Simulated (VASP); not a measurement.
Wanted: the native input for a VASP 6.6.1 run.

```
Task                   : single point
Functional             : PBE
Dispersion             : D3(BJ)
Potentials or basis    : VASP PAW PBE potentials, release 64 (Bi_d, S)
Cutoff                 : 520 eV
k mesh                 : 7 × 7 × 7
Occupations            : fermi-dirac, width 0.05 eV
Spin                   : no spin polarisation
Dipole correction      : no
Further INCAR settings : ALGO = Normal; EDIFF = 1e-07; NBANDS = 18
```

The structure of BiS lies in POSCAR:

```
BiS
1.0
    3.5453962475      0.0000000000      0.0000000000
    0.0000000000      3.5453962475      0.0000000000
    0.0000000000      0.0000000000      3.5453962475
Bi S
1 1
Direct
    0.5000000000      0.5000000000      0.5000000000
    0.0000000000      0.0000000000      0.0000000000
```

These files were run (other wordings do the same):

INCAR

```
SYSTEM = BiS
PREC     = Accurate       ! precision mode
ENCUT    = 520            ! plane-wave cutoff, eV
EDIFF    = 1E-7           ! SCF threshold, eV
ISMEAR   = -1             ! smearing method
SIGMA    = 0.05           ! smearing width, eV
LREAL    = .FALSE.        ! projectors in reciprocal space
LASPH    = .TRUE.         ! aspherical terms in the spheres
NELM     = 60             ! most SCF steps
ALGO     = Normal         ! electronic algorithm
ISIF     = 2              ! what is computed and relaxed
LWAVE    = .FALSE.        ! write WAVECAR
LCHARG   = .FALSE.        ! write CHGCAR
GGA      = PE             ! functional
IVDW     = 12             ! dispersion correction
NBANDS   = 18             ! bands
```

KPOINTS

```
Automatic mesh
0
G
  7 7 7
  0 0 0
```

Potentials or basis: VASP PAW PBE potentials, release 64 (Bi_d, S).

Launch:

```sh
$ cat potpaw_PBE.64/Bi_d/POTCAR potpaw_PBE.64/S/POTCAR > POTCAR
$ mpirun -np 1 vasp_std > vasp.out
```

Results of the run:

```yaml
Pressure: -0.1 GPa
Dispersion_energy_per_atom: -0.472 eV
```

Caveat: pairwise dispersion overbinds metals, which lowers pressure and volume.

It took 22 s on 1 thread of AMD EPYC 7R13, on a shared host, peak memory 0.14 GiB.
